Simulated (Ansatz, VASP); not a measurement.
## Two plane-wave programs on Au

File INCAR:

```
SYSTEM = Au
PREC     = Accurate       ! precision mode
ENCUT    = 520            ! plane-wave cutoff, eV
EDIFF    = 1E-6           ! SCF threshold, eV
ISMEAR   = -1             ! smearing method
SIGMA    = 0.1            ! smearing width, eV
LREAL    = .False.        ! projectors in reciprocal space
LASPH    = .True.         ! aspherical terms in the spheres
NELM     = 80             ! most SCF steps
ALGO     = Normal         ! electronic algorithm
ISIF     = 2              ! what is computed and relaxed
LWAVE    = .False.        ! write WAVECAR
LCHARG   = .True.         ! write CHGCAR
GGA      = PE             ! functional
LELF     = .True.         ! ELF
LVHAR    = .True.       
NBANDS   = 18             ! bands
```

The input KPOINTS:

```
regular mesh
0
Gamma
  14 14 7
  0 0 0
```

The input POSCAR:

```
Au
1.0
    2.9156283392      0.0000000000      0.0000000000
   -1.4578141696      2.5250082098      0.0000000000
    0.0000000000      0.0000000000      4.8851650646
Au
2
Direct
    0.3333333333      0.6666666667      0.2500000000
    0.6666666667      0.3333333333      0.7500000000
```

Input for Ansatz:

```yaml
crystal:
  lattice:
    - [2.9156283392, 0.0, 0.0]
    - [-1.4578141696, 2.5250082098, 0.0]
    - [0.0, 0.0, 4.8851650646]
  atoms:
    - { symbol: Au, position: [0.3333333333, 0.6666666667, 0.25] }
    - { symbol: Au, position: [0.6666666667, 0.3333333333, 0.75] }
hamiltonian:
  xc: pbe
  pseudopotentials:
    kind: paw
    azcp:
      Au: "pseudopotentials/Au.paw.azcp"
basis:
  ecutwfc: 420
  fft_grid_basis: typed
kpoints:
  mp_grid: { grid: [14, 14, 7], shift: [0, 0, 0] }
magnetization:
  spin_polarized: false
scf:
  occupations: { method: fermi_dirac, width: 0.1 }
  lower_state_search: "off"
output:
  stress: true
  write_density: true
  write_potential: true
  elf: true
  volumetric_format: npy
```

Alike in both runs: task single point; functional PBE; k mesh 14 × 14 × 7; occupations fermi-dirac, width 0.1 eV; no spin polarisation.

|  | VASP | Ansatz |
| --- | --- | --- |
| version | VASP 6.6.1 | Ansatz 0.2.0 |
| potentials or method | VASP PAW PBE potentials, release 64 (Au), cutoff 520 eV | plane waves (420 eV) with PAW, scalar-relativistic |
| valence electrons in the cell | 22 | 38 |

Ansatz gave:

| Quantity | Value |
| --- | --- |
| pressure (GPa) | 0.3 |
| traceless stress, the component that is largest in VASP (GPa) | -0.13 |

Q: What did VASP give for the same quantities?

A: Pressure (GPa): 0.1; traceless stress, the component that is largest in VASP (GPa): -0.14.

The functional is the same, so the differences come from potentials, cutoffs and numerics. VASP's potentials hold 22 valence electrons a cell and Ansatz's 38, so a difference there can come from the potentials and not from the codes.

Neither program's run includes spin-orbit coupling.
